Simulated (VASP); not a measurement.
Au, 2 atoms in the cell. The structure is hexagonal, space group P6_3/mmc (No. 194). Conventional cell: a = 2.722 Å, b = 2.722 Å, c = 4.551 Å, α = 90.00°, β = 90.00°, γ = 120.00°. Au (site symmetry -6m2) has 12 Au at 2.72 to 2.77 Å within 3.6 Å. This isn't the form of Au at room conditions, which is fcc. This cell differs from its parent crystal: strain -0.050 along x and y, -0.050 along z.

* Program: VASP 6.6.1
* Task: single point
* Functional: PBEsol
* Potentials or basis: VASP PAW PBE potentials, release 64 (Au)
* Cutoff: 520 eV
* k mesh: 24 × 24 × 12
* Occupations: gaussian, width 0.15 eV
* Spin: no spin polarisation
* Dipole correction: no
* Further INCAR settings: ALGO = Fast; EDIFF = 1e-07; NBANDS = 18

Potentials or basis: VASP PAW PBE potentials, release 64 (Au).

Launch:

```sh
$ cat potpaw_PBE.64/Au/POTCAR > POTCAR
$ mpirun -np 1 vasp_std > vasp.out
```

Hardware: 1 thread of AMD EPYC 9R45 96-Core Processor (Zen 5) (shared host).

Q: Estimate the wall time of this run.

A: It took 97 s on 1 thread of AMD EPYC 9R45 96-Core Processor (Zen 5), on a shared host, peak memory 0.26 GiB. Counts: scf iterations 14, k points 427.
